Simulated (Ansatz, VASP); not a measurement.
**Two plane-wave programs on CuO**

Contents of INCAR:

```
SYSTEM = CuO
PREC     = Accurate       ! precision mode
ENCUT    = 520            ! plane-wave cutoff, eV
EDIFF    = 1E-6           ! SCF threshold, eV
ISMEAR   = -1             ! smearing method
SIGMA    = 0.1            ! smearing width, eV
LREAL    = .False.        ! projectors in reciprocal space
LASPH    = .True.         ! aspherical terms in the spheres
NELM     = 150            ! most SCF steps
ALGO     = Normal         ! electronic algorithm
ISIF     = 2              ! what is computed and relaxed
LWAVE    = .False.        ! write WAVECAR
LCHARG   = .False.        ! write CHGCAR
ISPIN    = 2              ! spin polarisation
MAGMOM   = 0 0 1.4 -1.4   ! initial moments
LORBIT   = 11             ! projections on sites
LMAXMIX  = 4              ! l up to which the mixer works
LDAU     = .True.         ! DFT+U
LDAUTYPE = 2            
LDAUL    = -1 2           ! shell
LDAUU    = 0 4            ! U, eV
LDAUJ    = 0 0          
LDAUPRINT= 1            
GGA      = PE             ! functional
NBANDS   = 29             ! bands
ISYM     = 0
```

KPOINTS

```
Automatic mesh
0
Gamma
  7 7 4
  0 0 0
```

POSCAR

```
CuO
1.0
    2.3415000000     -1.7101500000      0.0000000000
    2.3415000000      1.7101500000      0.0000000000
   -0.8640400000      0.0000000000      5.0511300000
O Cu
2 2
Direct
    0.5830000000      0.4170000000      0.2500000000
    0.4170000000      0.5830000000      0.7500000000
    0.0000000000      0.5000000000      0.0000000000
    0.5000000000      0.0000000000      0.5000000000
```

Input for Ansatz:

```yaml
crystal:
  lattice:
    - [2.3415, -1.71015, 0.0]
    - [2.3415, 1.71015, 0.0]
    - [-0.86404, 0.0, 5.05113]
  atoms:
    - { symbol: O, position: [0.583, 0.417, 0.25] }
    - { symbol: O, position: [0.417, 0.583, 0.75] }
    - { symbol: Cu, position: [0.0, 0.5, 0.0], spin: 1.4 }
    - { symbol: Cu, position: [0.5, 0.0, 0.5], spin: -1.4 }
  symmetry: { detect: false, time_reversal: true }
magnetization:
  spin_polarized: true
hamiltonian:
  xc: pbe
  pseudopotentials: { kind: paw }
  hubbard: { sites: [{ species: Cu, l: d, u_eff: 4.0 }] }
basis:
  ecutwfc: 420
kpoints:
  mp_grid: { grid: [7, 7, 4] }
scf:
  occupations: { method: fermi_dirac, width: 0.1 }
output:
  forces: true
  stress: true
```

Alike in both runs: task single point; functional PBE; k mesh 7 × 7 × 4; occupations fermi-dirac, width 0.1 eV; collinear spin; Hubbard terms Cu d U = 4.0 eV.

|  | VASP | Ansatz |
| --- | --- | --- |
| version | VASP 6.6.1 | Ansatz 0.2.0 |
| potentials or method | VASP PAW PBE potentials, release 64 (O, Cu), cutoff 520 eV | PAW, plane waves, scalar-relativistic |
| valence electrons in the cell | 34 | 50 |

VASP gave:

```
pressure (GPa)                                                : 4.3
traceless stress, the component that is largest in VASP (GPa) : -0.58
rms of the force components (eV/Å)                            : 0.019
net moment per atom (μB)                                      : 0.00
size of the moment on the site where the two differ most (μB) : 0.57
```

Problem. Estimate Ansatz's values.

Solution. Pressure (GPa): 7.9; traceless stress, the component that is largest in VASP (GPa): -0.54; rms of the force components (eV/Å): 0.019; net moment per atom (μB): 0.00; size of the moment on the site where the two differ most (μB): 0.53.

Site moments also hang on the region over which each program counts them. The programs project onto different local orbitals, so the same U acts differently, and such runs can settle in different states. Atom by atom the forces differ by 0.000 eV/Å (rms over components). VASP's potentials hold 34 valence electrons a cell and Ansatz's 50, so a difference there can come from the potentials and not from the codes.
